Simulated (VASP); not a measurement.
# P (Pm-3m) in VASP: further runs

P is run at these levels: PBE; tasks: single point, relaxation of cell and atoms.

Everything below comes from runs of VASP 6.6.1. Logs are shortened: lines on timing, memory, paths and dates and some standing lists are left out, and cuts for length are marked.

## (1) The cell of the first run

The structure is cubic, space group Pm-3m (No. 221). The conventional cell has a = 2.444 Å, b = 2.444 Å, c = 2.444 Å, α = 90.00°, β = 90.00°, γ = 90.00°. P (site symmetry m-3m) has 6 P at 2.44 Å within 3.2 Å.

This isn't the form of P at room conditions, which is orthorhombic.

## (2) Single point, PBE

Input file INCAR:

```
SYSTEM = P
PREC = Accurate
ENCUT = 520
EDIFF = 1E-7
ISMEAR = 0
SIGMA = 0.1
LREAL = .False.
LASPH = .True.
NELM = 100
ALGO = Normal
ISIF = 2
LWAVE = .False.
LCHARG = .False.
GGA = PE
NBANDS = 8
```

Input file KPOINTS:

```
Automatic mesh
0
Gamma
  22 22 22
  0 0 0
```

Input file POSCAR:

```
P
1.0
    2.4441814961      0.0000000000      0.0000000000
    0.0000000000      2.4441814961      0.0000000000
    0.0000000000      0.0000000000      2.4441814961
P
1
Direct
    0.0000000000      0.0000000000      0.0000000000
```

Potentials or basis: VASP PAW PBE potentials, release 64 (P).

The run is started by

```
$ cat potpaw_PBE.64/P/POTCAR > POTCAR
$ mpirun -np 1 vasp_std > vasp.out
```

OUTCAR:

```text
SYSTEM = P
   PREC = Accurate
   ENCUT = 520
   EDIFF = 1E-7
   ISMEAR = 0
   LREAL = .False.
   LASPH = .True.
   NELM = 100
   ISIF = 2
   GGA = PE

 ion  position               nearest neighbor table
   1  0.000  0.000  0.000-

  LATTYP: Found a simple cubic cell.
 ALAT       =     2.4441814961

  Lattice vectors:

 A1 = (   2.4441814961,   0.0000000000,   0.0000000000)
 A2 = (   0.0000000000,   2.4441814961,   0.0000000000)
 A3 = (   0.0000000000,   0.0000000000,   2.4441814961)

Analysis of symmetry for initial positions (statically):
=====================================================================
 Subroutine PRICEL returns:
 Original cell was already a primitive cell.

 Routine SETGRP: Setting up the symmetry group for a
 simple cubic supercell.

 Subroutine GETGRP returns: Found 48 space group operations
 (whereof 48 operations were pure point group operations)
 out of a pool of 48 trial point group operations.

The static configuration has the point symmetry O_h .

Analysis of symmetry for dynamics (positions and initial velocities):
=====================================================================
 Subroutine PRICEL returns:
 Original cell was already a primitive cell.

 Routine SETGRP: Setting up the symmetry group for a
 simple cubic supercell.

 Subroutine GETGRP returns: Found 48 space group operations
 (whereof 48 operations were pure point group operations)
 out of a pool of 48 trial point group operations.

The dynamic configuration has the point symmetry O_h .

 Subroutine INISYM returns: Found 48 space group operations
 (whereof 48 operations are pure point group operations),
 and found     1 'primitive' translations

----------------------------------------------------------------------------------------

                                     Primitive cell

  volume of cell :      14.6016

  direct lattice vectors                    reciprocal lattice vectors
     2.444181496  0.000000000  0.000000000     0.409134920  0.000000000  0.000000000
     0.000000000  2.444181496  0.000000000     0.000000000  0.409134920  0.000000000
     0.000000000  0.000000000  2.444181496     0.000000000  0.000000000  0.409134920

  length of vectors
     2.444181496  2.444181496  2.444181496     0.409134920  0.409134920  0.409134920

[... 76 lines left out ...]
   ENCUT  =  520.0 eV  38.22 Ry    6.18 a.u.   4.54  4.54  4.54*2*pi/ulx,y,z
   NELM   =    100;   NELMIN=  2; NELMDL= -5     # of ELM steps
   EDIFF  = 0.1E-06   stopping-criterion for ELM
   LREAL  =      F    real-space projection
   EDIFFG = 0.1E-05   stopping-criterion for IOM
   NSW    =      0    number of steps for IOM
   IBRION =     -1    ionic relax: 0-MD 1-quasi-New 2-CG
   NFREE  =      0    steps in history (QN), initial steepest desc. (CG)
   ISIF   =      2    stress and relaxation
   ISYM   =      2    0-nonsym 1-usesym 2-fastsym
   POTIM  = 0.5000    time-step for ionic-motion
   TEBEG  =    0.0;   TEEND  =   0.0 temperature during run
   PSTRESS=    0.0 pullay stress
   NELECT =       5.0000    total number of electrons
   NUPDOWN=      -1.0000    fix difference up-down
   EMIN   =  10.00;   EMAX   =-10.00  energy-range for DOS
   EFERMI =   0.00;   METHOD = LEGACY
   ISMEAR =     0;   SIGMA  =   0.10  broadening in eV -4-tet -1-fermi 0-gaus
   EFERMI_NEDOS =   21; number of points for ismear=-14 and -15
   IALGO  =     38    algorithm
   IMIX   =      4    mixing-type and parameters
     AMIX     =   0.40;   BMIX     =  1.00
     AMIX_MAG =   1.60;   BMIX_MAG =  1.00
  volume/ion in A,a.u.               =      14.60        98.54
  Fermi-wavevector in a.u.,A,eV,Ry     =   1.145332  2.164364 17.847923  1.311785
  Thomas-Fermi vector in A             =   2.282021
   LORBIT       =      0    0 simple, 1 ext, 2 COOP (PROOUT), +10 PAW based schemes
   GGA     = PE    functional components
   LHFCALC =     F    Hartree Fock is set to
   AEXX    =    0.0000 exact exchange contribution
   IVDW    =     0    specifies the selected vdW correction
   LEPSILON=     F    determine dielectric tensor
   LRPA    =     F    only Hartree local field effects (RPA)
 non-spin polarized calculation
 Gauss-broadening in eV      SIGMA  =   0.10
  energy-cutoff  :      520.00
  volume of cell :       14.60
 maximum number of plane-waves:       406
   NGX =  9   NGY =  9   NGZ =  9

 number of electron       4.9999999 magnetization

 Free energy of the ion-electron system (eV)
  ---------------------------------------------------
  ext. energy  EPLUGINS =         0.00000000
  ---------------------------------------------------
  free energy    TOTEN  =        -5.27565387 eV

  energy without entropy =       -5.27447161  energy(sigma->0) =       -5.27506274

 E-fermi :   9.5656     XC(G=0): -11.2667

 val. band max:        9.5409443623   @ k =   0.4545   0.2727   0.2727
 cond. band min:       9.6163903250   @ k =   0.3182   0.2273   0.1364
 fundamental gap:      0.0754459628
 Fermi energy:         9.5656444215

 k-point     1 :       0.0000    0.0000    0.0000
  band No.  band energies     occupation
      1      -6.8690      2.00000
      2      14.6056      0.00000
      3      14.6056      0.00000
      4      14.6056      0.00000
      5      16.4115      0.00000
      6      16.4115      0.00000
      7      23.8524      0.00000
      8      33.9901      0.00000
[... 243 lines left out ...]
 k-point    24 :       0.0909    0.0909    0.0000
  band No.  band energies     occupation
      1      -6.4930      2.00000
      2      11.7519      0.00000
      3      12.6822      0.00000
      4      14.9007      0.00000
      5      17.8967      0.00000
      6      19.9332      0.00000
      7      24.9977      0.00000
      8      31.2505      0.00000

 [... further k-points ...]

------------------------ aborting loop because EDIFF is reached ----------------------------------------

  FORCE on cell =-STRESS in cart. coord.  units (eV):
  Direction    XX          YY          ZZ          XY          YZ          ZX
  --------------------------------------------------------------------------------------
  -------------------------------------------------------------------------------------
  Total       -0.0212046     -0.0212046     -0.0212046     -0.0000000     -0.0000000      0.0000000
  in kB       -2.3266958     -2.3266958     -2.3266958     -0.0000000     -0.0000000      0.0000000
  external PRESSURE =      -2.3266958 kB  Pullay stress =       0.0000000 kB

 VOLUME and BASIS-vectors are now :
 -----------------------------------------------------------------------------
  energy-cutoff  :      520.00
  volume of cell :       14.60
      direct lattice vectors                 reciprocal lattice vectors
     2.444181496  0.000000000  0.000000000     0.409134920  0.000000000  0.000000000
     0.000000000  2.444181496  0.000000000     0.000000000  0.409134920  0.000000000
     0.000000000  0.000000000  2.444181496     0.000000000  0.000000000  0.409134920

 POSITION                                       TOTAL-FORCE (eV/Angst)
 -----------------------------------------------------------------------------------
      0.00000      0.00000      0.00000         0.000000      0.000000      0.000000
 -----------------------------------------------------------------------------------
    total drift:                               -0.000000      0.000000      0.000000

  FREE ENERGIE OF THE ION-ELECTRON SYSTEM (eV)
  ---------------------------------------------------
  free  energy   TOTEN  =        -5.2756538723 eV

  energy  without entropy=       -5.2744716107  energy(sigma->0) =       -5.27506274
```

It took 14 s on 1 thread of Intel Xeon Platinum 8488C (Sapphire Rapids), shared host; peak memory 0.13 GiB.

Results:

* Free energy: -5.2757 eV
* Pressure: -0.2 GPa
* Band gap on the k mesh: zero (an odd number of electrons rules out a gap without spin polarisation)

Levels at points of the mesh, in eV from the Fermi level:
| k point | band 1 | band 2 | band 3 | band 4 | band 5 | band 6 |
| --- | --- | --- | --- | --- | --- | --- |
| (0.00, 0.00, 0.00) | -16.43 | 5.04 | 5.04 | 5.04 | 6.85 | 6.85 |
| (0.50, 0.00, 0.00) | -12.13 | -8.60 | 7.85 | 7.85 | 9.40 | 14.39 |
| (0.50, 0.50, 0.00) | -7.46 | -5.22 | -5.22 | 1.05 | 10.44 | 16.91 |
| (0.50, 0.50, 0.50) | -2.14 | -2.14 | -2.14 | -1.66 | 4.73 | 4.73 |

## (3) Single point, PBE

Input file INCAR:

```
SYSTEM = P
PREC     = Accurate       ! precision mode
ENCUT    = 520            ! plane-wave cutoff, eV
EDIFF    = 1E-6           ! SCF threshold, eV
ISMEAR   = 0              ! smearing method
SIGMA    = 0.1            ! smearing width, eV
LREAL    = .FALSE.        ! projectors in reciprocal space
LASPH    = .TRUE.         ! aspherical terms in the spheres
NELM     = 100            ! most SCF steps
ALGO     = Fast           ! electronic algorithm
ISIF     = 2              ! what is computed and relaxed
LWAVE    = .FALSE.        ! write WAVECAR
LCHARG   = .FALSE.        ! write CHGCAR
GGA      = PE             ! functional
NBANDS   = 8              ! bands
```

Input file KPOINTS:

```
regular mesh
0
G
  22 22 22
  0 0 0
```

POSCAR is that of step 2.

Potentials or basis: VASP PAW PBE potentials, release 64 (P).

The run is started by

```
$ cat potpaw_PBE.64/P/POTCAR > POTCAR
$ mpirun -np 1 vasp_std > vasp.out
```

It took 13 s on 1 thread of Intel Xeon Platinum 8488C (Sapphire Rapids), shared host; peak memory 0.14 GiB.

The run converged. Its results:

| Property | Result |
| --- | --- |
| Free energy | -5.2757 eV |
| Pressure | -0.2 GPa |
| Band gap on the k mesh | zero (an odd number of electrons rules out a gap without spin polarisation) |

Levels at points of the mesh, in eV from the Fermi level:
```
           k point  band 1  band 2  band 3  band 4  band 5  band 6  band 7
(0.00, 0.00, 0.00)  -16.43    5.04    5.04    5.04    6.85    6.85   14.29
(0.50, 0.00, 0.00)  -12.13   -8.60    7.85    7.85    9.40   14.39   14.39
(0.50, 0.50, 0.00)   -7.46   -5.22   -5.22    1.05   10.44   16.91   16.91
(0.50, 0.50, 0.50)   -2.14   -2.14   -2.14   -1.66    4.73    4.73    4.73
```

[end of part 1 of 2]
